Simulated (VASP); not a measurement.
# K3Rb13Cl16 (P1) in VASP: single point with PBEsol

Aim: the single point of K3Rb13Cl16 with PBEsol.

Program: VASP 6.6.1. These are calculated values, not measurements. Logs are shortened: lines on timing, memory, paths and dates and some standing lists are left out, and cuts for length are marked.

**1. The cell of the first run**

The typed cell holds 64 atoms: a = 12.981 Å, b = 12.981 Å, c = 12.981 Å, α = 90.00°, β = 90.00°, γ = 90.00°.

**2. Single point, PBEsol**

INCAR

```
PREC = Accurate ; ENCUT = 500
EDIFF = 1E-6 ; ISMEAR = -1
SIGMA = 0.05 ; LREAL = Auto
LASPH = True ; NELM = 120
ALGO = Normal ; ISIF = 2
LWAVE = False ; LCHARG = False
GGA = PS ; ISYM = 0
NBANDS = 294 ; GGA_COMPAT = False
NCORE = 4
```

KPOINTS

```
Automatic mesh
0
Gamma
  1 1 1
  0.25 0.25 0.25
```

POSCAR

```
K3Rb13Cl16
1.0
   12.9812756312      0.0000000000      0.0000000000
    0.0000000000     12.9812756312      0.0000000000
    0.0000000000      0.0000000000     12.9812756312
Cl Rb K
32 26 6
Direct
    0.2545520000      0.0007130000      0.0047340000
    0.2463070000      0.0047720000      0.4951910000
    0.2506350000      0.5001350000      0.9998450000
    0.2500820000      0.4955550000      0.4997400000
    0.7463670000      0.0004060000      0.0001060000
    0.7548870000      0.0006650000      0.4997840000
    0.7500100000      0.5003580000      0.9954080000
    0.7509660000      0.5000240000      0.5043720000
    0.0006150000      0.2497750000      0.9997300000
    0.0052310000      0.2455830000      0.5002710000
    0.0003850000      0.7510950000      0.9999870000
    0.0009780000      0.7552090000      0.5000510000
    0.4999080000      0.2458050000      0.9952850000
    0.4956390000      0.2497660000      0.5046130000
    0.5004500000      0.7556110000      0.9995210000
    0.5003070000      0.7511220000      0.5004830000
    0.0050910000      0.0002880000      0.2540330000
    0.0005410000      0.0006140000      0.7455810000
    0.0003060000      0.5002830000      0.2502290000
    0.9955770000      0.4997740000      0.7496260000
    0.4959180000      0.0006270000      0.2457090000
    0.5006240000      0.0049590000      0.7545660000
    0.5003650000      0.5001230000      0.2495100000
    0.5050950000      0.4955890000      0.7504540000
    0.2508140000      0.2459050000      0.2545320000
    0.2549900000      0.2505070000      0.7452090000
    0.2506010000      0.7550370000      0.2503420000
    0.2509190000      0.7502170000      0.7495850000
    0.7499030000      0.2504470000      0.2503900000
    0.7457060000      0.2549240000      0.7494890000
    0.7505680000      0.7502040000      0.2500150000
    0.7504000000      0.7455640000      0.7499960000
    0.0013650000      0.0003190000      0.0005550000
    0.9997020000      0.5004110000      0.9993780000
    0.0004820000      0.4998370000      0.5006090000
    0.4991490000      0.0016930000      0.5000640000
    0.5009700000      0.4997220000      0.9987930000
    0.5005750000      0.4990690000      0.5012210000
    0.2516080000      0.2490370000      0.9999940000
    0.2511210000      0.7517420000      0.0006900000
    0.2500460000      0.7515890000      0.4992760000
    0.7490950000      0.2504930000      0.9985010000
    0.7507510000      0.2503360000      0.5012330000
    0.7498010000      0.7503460000      0.9993900000
    0.7512320000      0.7504950000      0.5007610000
    0.2513120000      0.0014620000      0.7493070000
    0.2505070000      0.4994000000      0.2505430000
    0.2510650000      0.4989830000      0.7493100000
    0.7507870000      0.0004020000      0.2499760000
    0.7499270000      0.0009180000      0.7499240000
    0.7504570000      0.5003400000      0.2500100000
    0.0016960000      0.2491380000      0.2511420000
    0.0004110000      0.2502190000      0.7487300000
    0.0011300000      0.7514770000      0.2506320000
    0.0000140000      0.7502810000      0.7495370000
    0.4992750000      0.2490820000      0.2500800000
    0.4999990000      0.7516450000      0.2495100000
    0.5011840000      0.7502180000      0.7506210000
    0.0027680000      0.0010710000      0.4990560000
    0.5000080000      0.0012680000      0.0002500000
    0.2502980000      0.2485230000      0.4996560000
    0.2504280000      0.0009910000      0.2509030000
    0.7495980000      0.4993310000      0.7499930000
    0.5002460000      0.2503260000      0.7499470000
```

Potentials or basis: VASP PAW PBE potentials, release 64 (Cl, Rb_sv, K_sv).

The run is started by

```console
> cat potpaw_PBE.64/Cl/POTCAR potpaw_PBE.64/Rb_sv/POTCAR potpaw_PBE.64/K_sv/POTCAR > POTCAR
> mpirun -np 4 vasp_std > vasp.out
```

OUTCAR:

```text
PREC = Accurate
   ENCUT = 500
   EDIFF = 1E-6
   ISMEAR = -1
   LREAL = Auto
   LASPH = True
   NELM = 120
   ISIF = 2
   GGA = PS
   ISYM = 0

 ion  position               nearest neighbor table
   1  0.255  0.001  0.005-  60 3.19  62 3.20  39 3.22  40 3.23  33 3.29  46 3.32
   2  0.246  0.005  0.495-  59 3.16  61 3.17  62 3.17  36 3.28  41 3.29  46 3.30
   3  0.251  0.500  1.000-  37 3.25  48 3.25  47 3.25  34 3.26  39 3.26  40 3.27
   4  0.250  0.496  0.500-  61 3.21  47 3.24  48 3.24  35 3.24  38 3.25  41 3.32
   5  0.746  0.000  0.000-  60 3.20  49 3.24  44 3.25  42 3.25  50 3.25  33 3.31
   6  0.755  0.001  0.500-  59 3.22  43 3.24  49 3.24  50 3.25  45 3.25  36 3.32
[... 67 lines left out ...]
                            59 4.58  61 4.58  48 4.58  46 4.59  50 4.59  63 4.59  34 4.60  42 4.60
  54  0.001  0.751  0.251-  17 3.23  12 3.24  27 3.24  31 3.25  11 3.25  19 3.26  41 4.57  59 4.57
                            62 4.58  33 4.58  49 4.58  40 4.59  45 4.59  47 4.60  35 4.60  51 4.61
  55  0.000  0.750  0.750-  12 3.24  32 3.24  18 3.25  11 3.25  20 3.25  28 3.26  45 4.57  35 4.58
                            34 4.59  44 4.59  41 4.59  50 4.60  33 4.60  59 4.60  63 4.60  40 4.61
  56  0.499  0.249  0.250-  21 3.23  25 3.23  29 3.25  23 3.26  14 3.30  13 3.31  62 4.56  36 4.57
                            60 4.57  39 4.57  61 4.58  47 4.58  49 4.59  38 4.60  42 4.60  37 4.61
  57  0.500  0.752  0.250-  21 3.23  27 3.24  15 3.25  31 3.25  16 3.26  23 3.27  40 4.57  60 4.58
                            62 4.58  49 4.59  41 4.59  44 4.59  36 4.60  47 4.61  51 4.61  45 4.61
  58  0.501  0.750  0.751-  15 3.23  32 3.24  16 3.25  28 3.25  24 3.31  22 3.31  44 4.57  37 4.58
                            63 4.58  50 4.58  45 4.59  40 4.59  38 4.59  60 4.60  46 4.60  48 4.60
  59  0.003  0.001  0.499-   2 3.16  10 3.17  17 3.18  12 3.19  18 3.20   6 3.22  52 4.55  41 4.56
                            54 4.57  46 4.58  53 4.58  49 4.60  55 4.60  43 4.60  45 4.61  50 4.62
  60  0.500  0.001  0.000-  13 3.18  21 3.19   1 3.19  15 3.19  22 3.19   5 3.20  39 4.55  56 4.57
                            42 4.57  40 4.58  57 4.58  46 4.59  50 4.59  49 4.59  58 4.60  44 4.60
  61  0.250  0.249  0.500-   2 3.17  10 3.18  25 3.18  14 3.19  26 3.19   4 3.21  36 4.55  46 4.56
                            52 4.56  56 4.58  53 4.58  47 4.59  48 4.59  38 4.60  35 4.60
  62  0.250  0.001  0.251-   2 3.17  25 3.18  17 3.19  21 3.19  27 3.19   1 3.20  52 4.56  56 4.56
                            41 4.57  36 4.57  54 4.58  57 4.58  39 4.58  33 4.58  40 4.58
  63  0.750  0.499  0.750-  30 3.17  24 3.17   7 3.19   8 3.19  20 3.19  32 3.20  42 4.57  37 4.57
                            43 4.57  38 4.57  58 4.58  34 4.58  53 4.59  35 4.59  45 4.59  44 4.59
  64  0.500  0.250  0.750-  26 3.18  24 3.18  14 3.19  13 3.19  22 3.19  30 3.19  42 4.57  38 4.57
                            46 4.57  48 4.57  37 4.57  36 4.58  39 4.58  50 4.58  43 4.58

IMPORTANT INFORMATION: All symmetrisations will be switched off!
NOSYMM: (Re-)initialisation of all symmetry stuff for point group C_1.

----------------------------------------------------------------------------------------

                                     Primitive cell

  volume of cell :    2187.5204

  direct lattice vectors                    reciprocal lattice vectors
    12.981275631  0.000000000  0.000000000     0.077034032  0.000000000  0.000000000
     0.000000000 12.981275631  0.000000000     0.000000000  0.077034032  0.000000000
     0.000000000  0.000000000 12.981275631     0.000000000  0.000000000  0.077034032

  length of vectors
    12.981275631 12.981275631 12.981275631     0.077034032  0.077034032  0.077034032

  position of ions in fractional coordinates (direct lattice)
     0.254552000  0.000713000  0.004734000
     0.246307000  0.004772000  0.495191000
     0.250635000  0.500135000  0.999845000
     0.250082000  0.495555000  0.499740000
     0.746367000  0.000406000  0.000106000
     0.754887000  0.000665000  0.499784000
[... 56 lines left out ...]
     0.749598000  0.499331000  0.749993000
     0.500246000  0.250326000  0.749947000

  ion indices of the primitive-cell ions
   primitive index   ion index
                 1           1
                 2           2
                 3           3
                 4           4
                 5           5
                 6           6
[... 56 lines left out ...]
                63          63
                64          64

----------------------------------------------------------------------------------------

 KPOINTS: Automatic mesh

Automatic generation of k-mesh.
 Grid dimensions read from file:
 generate k-points for:    1    1    1

 Generating k-lattice:

  Cartesian coordinates                     Fractional coordinates (reciprocal lattice)
     0.077034032  0.000000000  0.000000000     1.000000000  0.000000000  0.000000000
     0.000000000  0.077034032  0.000000000     0.000000000  1.000000000  0.000000000
     0.000000000  0.000000000  0.077034032     0.000000000  0.000000000  1.000000000

  Length of vectors
     0.077034032  0.077034032  0.077034032

  Shift w.r.t. Gamma in fractional coordinates (k-lattice)
     0.250000000  0.250000000  0.250000000

 Subroutine IBZKPT returns following result:
 ===========================================

 Found      4 irreducible k-points:

 Following reciprocal coordinates:
            Coordinates               Weight
  0.250000  0.250000  0.250000      2.000000
 -0.250000  0.250000  0.250000      2.000000
 -0.250000 -0.250000  0.250000      2.000000
  0.250000 -0.250000  0.250000      2.000000
   k-points           NKPTS =      4   k-points in BZ     NKDIM =      4   number of bands    NBANDS=    294
   number of dos      NEDOS =    301   number of ions     NIONS =     64
   total plane-waves  NPLWV = 884736
   dimension x,y,z NGX =    96 NGY =   96 NGZ =   96
   dimension x,y,z NGXF=   192 NGYF=  192 NGZF=  192
   ions per type =              32  26   6
   NGX,Y,Z   is equivalent  to a cutoff of  12.29, 12.29, 12.29 a.u.
   NGXF,Y,Z  is equivalent  to a cutoff of  24.59, 24.59, 24.59 a.u.
 SYSTEM =  unknown system
   PREC   = accura    normal or accurate (medium, high low for compatibility)
   ISTART =      0    job   : 0-new  1-cont  2-samecut
   ICHARG =      2    charge: 1-file 2-atom 10-const
   ISPIN  =      1    spin polarized calculation?
   LNONCOLLINEAR =      F non collinear calculations
   LSORBIT =      F    spin-orbit coupling
   LASPH  =      T    aspherical Exc in radial PAW
   ENCUT  =  500.0 eV  36.75 Ry    6.06 a.u.  23.67 23.67 23.67*2*pi/ulx,y,z
   NELM   =    120;   NELMIN=  2; NELMDL= -5     # of ELM steps
   EDIFF  = 0.1E-05   stopping-criterion for ELM
   LREAL  =      T    real-space projection
   EDIFFG = 0.1E-04   stopping-criterion for IOM
   NSW    =      0    number of steps for IOM
   IBRION =     -1    ionic relax: 0-MD 1-quasi-New 2-CG
   NFREE  =      0    steps in history (QN), initial steepest desc. (CG)
   ISIF   =      2    stress and relaxation
   ISYM   =      0    0-nonsym 1-usesym 2-fastsym
   POTIM  = 0.5000    time-step for ionic-motion
   TEBEG  =    0.0;   TEEND  =   0.0 temperature during run
   PSTRESS=    0.0 pullay stress
   NELECT =     512.0000    total number of electrons
   NUPDOWN=      -1.0000    fix difference up-down
   EMIN   =  10.00;   EMAX   =-10.00  energy-range for DOS
   EFERMI =   0.00;   METHOD = LEGACY
   ISMEAR =    -1;   SIGMA  =   0.05  broadening in eV -4-tet -1-fermi 0-gaus
   EFERMI_NEDOS =   21; number of points for ismear=-14 and -15
   IALGO  =     38    algorithm
   IMIX   =      4    mixing-type and parameters
     AMIX     =   0.40;   BMIX     =  1.00
     AMIX_MAG =   1.60;   BMIX_MAG =  1.00
  volume/ion in A,a.u.               =      34.18       230.66
  Fermi-wavevector in a.u.,A,eV,Ry     =   1.008898  1.906542 13.849044  1.017876
  Thomas-Fermi vector in A             =   2.141794
   LORBIT       =      0    0 simple, 1 ext, 2 COOP (PROOUT), +10 PAW based schemes
   GGA     = PS    functional components
   LHFCALC =     F    Hartree Fock is set to
   AEXX    =    0.0000 exact exchange contribution
   IVDW    =     0    specifies the selected vdW correction
   LEPSILON=     F    determine dielectric tensor
   LRPA    =     F    only Hartree local field effects (RPA)
 non-spin polarized calculation
  energy-cutoff  :      500.00
  volume of cell :     2187.52
 maximum number of plane-waves:     55488
 NGX is ok and might be reduce to    96
   NGX = 47   NGY = 47   NGZ = 47

 number of electron     512.0000085 magnetization

 Free energy of the ion-electron system (eV)
  ---------------------------------------------------
  ext. energy  EPLUGINS =         0.00000000
  ---------------------------------------------------
  free energy    TOTEN  =      -221.25670926 eV

  energy without entropy =     -221.25670926  energy(sigma->0) =     -221.25670926

 E-fermi :  -0.5769     XC(G=0):  -7.6345

 val. band max:       -1.9285688643   @ k =  -0.2500  -0.2500   0.2500
 cond. band min:       3.4212892984   @ k =   0.2500  -0.2500   0.2500
 fundamental gap:      5.3498581627
 Fermi energy:        -0.5769253583

 k-point     1 :       0.2500    0.2500    0.2500
  band No.  band energies     occupation
      1     -28.9835      2.00000
      2     -28.9813      2.00000
      3     -28.9796      2.00000
      4     -28.9692      2.00000
      5     -28.9652      2.00000
      6     -28.9638      2.00000
[... 1073 lines left out ...]
    267       4.8341      0.00000
    268       4.8486      0.00000
 [bands above 268 left out]

------------------------ aborting loop because EDIFF is reached ----------------------------------------

  FORCE on cell =-STRESS in cart. coord.  units (eV):
  Direction    XX          YY          ZZ          XY          YZ          ZX
  --------------------------------------------------------------------------------------
  -------------------------------------------------------------------------------------
  Total        0.1974439      0.1920871      0.1981070     -0.0254750     -0.0063154      0.0191050
  in kB        0.1446113      0.1406879      0.1450970     -0.0186584     -0.0046255      0.0139928
  external PRESSURE =       0.1434654 kB  Pullay stress =       0.0000000 kB

 VOLUME and BASIS-vectors are now :
 -----------------------------------------------------------------------------
  energy-cutoff  :      500.00
  volume of cell :     2187.52
      direct lattice vectors                 reciprocal lattice vectors
    12.981275631  0.000000000  0.000000000     0.077034032  0.000000000  0.000000000
     0.000000000 12.981275631  0.000000000     0.000000000  0.077034032  0.000000000
     0.000000000  0.000000000 12.981275631     0.000000000  0.000000000  0.077034032

 POSITION                                       TOTAL-FORCE (eV/Angst)
 -----------------------------------------------------------------------------------
      3.30441      0.00926      0.06145         0.000780      0.001702      0.003513
      3.19738      0.06195      6.42821         0.003562     -0.000003      0.000960
      3.25356      6.49239     12.97926         0.002544     -0.002141      0.004663
      3.24638      6.43294      6.48726        -0.001762     -0.002456      0.001201
      9.68880      0.00527      0.00138        -0.003294     -0.001509     -0.000795
      9.79940      0.00863      6.48783         0.004939      0.001223      0.001133
[... 56 lines left out ...]
      9.73074      6.48195      9.73587         0.000678      0.002366     -0.000845
      6.49383      3.24955      9.73527         0.002691      0.001032      0.000517
 -----------------------------------------------------------------------------------
    total drift:                               -0.000420      0.012944     -0.006991

  FREE ENERGIE OF THE ION-ELECTRON SYSTEM (eV)
  ---------------------------------------------------
  free  energy   TOTEN  =      -221.2567092617 eV

  energy  without entropy=     -221.2567092617  energy(sigma->0) =     -221.25670926
```

Run time: 47 min. Hardware: 4 MPI ranks of AMD EPYC 7R43 (Zen 3), shared host; peak memory 0.7 GiB.

What came out:

- Free energy: -221.2567 eV
- Pressure: 0.0 GPa
- Largest force: 0.013 eV/Å
- Band gap on the k mesh: 5.35 eV

Forces on the atoms (eV/Å):
```
Cl   0.001  0.002  0.004
Cl   0.004  0.000  0.001
Cl   0.003 -0.002  0.005
Cl  -0.002 -0.002  0.001
Cl  -0.003 -0.002 -0.001
Cl   0.005  0.001  0.001
Cl   0.001  0.001 -0.003
Cl  -0.002  0.000  0.007
Cl   0.007 -0.007 -0.007
Cl   0.004 -0.003  0.001
Cl   0.002  0.004  0.001
Cl   0.001  0.005  0.001
Cl   0.000 -0.004 -0.003
Cl  -0.001 -0.006  0.005
Cl   0.000  0.000  0.002
Cl  -0.003  0.004  0.000
Cl   0.006  0.000 -0.001
Cl   0.000 -0.001  0.001
Cl   0.004  0.004  0.004
Cl  -0.004  0.003  0.002
Cl   0.000  0.002  0.000
Cl   0.000  0.001 -0.003
Cl   0.005  0.000 -0.003
Cl   0.004 -0.001 -0.001
Cl   0.002 -0.003  0.005
Cl   0.004 -0.005 -0.003
Cl  -0.001 -0.002  0.002
Cl   0.004 -0.003 -0.002
Cl   0.001  0.005  0.001
Cl  -0.002  0.005 -0.001
Cl   0.001 -0.002  0.002
Cl  -0.008 -0.010  0.000
Rb  -0.004  0.000  0.003
Rb   0.000  0.002 -0.001
Rb   0.001 -0.002 -0.001
Rb   0.002 -0.003 -0.001
Rb   0.000  0.003  0.000
Rb  -0.001  0.002  0.000
Rb  -0.002  0.005 -0.001
Rb  -0.001 -0.004 -0.001
Rb  -0.002 -0.001  0.001
Rb   0.000 -0.002  0.005
Rb  -0.004 -0.001 -0.003
Rb   0.001  0.000  0.000
Rb   0.002 -0.004 -0.004
Rb  -0.003  0.001  0.001
Rb  -0.004  0.006 -0.002
Rb   0.001  0.003 -0.001
Rb  -0.003 -0.003 -0.001
Rb   0.001  0.000  0.001
Rb   0.000  0.002 -0.002
Rb  -0.004  0.001  0.000
Rb   0.000  0.002  0.002
Rb  -0.001 -0.001 -0.001
Rb  -0.002 -0.002 -0.003
Rb   0.000  0.003 -0.003
Rb   0.000 -0.001 -0.004
Rb   0.002  0.000  0.002
K   -0.011 -0.001  0.000
K   -0.005  0.000 -0.002
K    0.002  0.005  0.005
K    0.002  0.002 -0.005
K    0.001  0.002 -0.001
K    0.003  0.001  0.001
```

Caveat: the PAW data sets were made with another functional, which shifts forces and pressure a little; a shifted mesh leaves out Γ, where band edges can lie. A k mesh can miss the band edges.
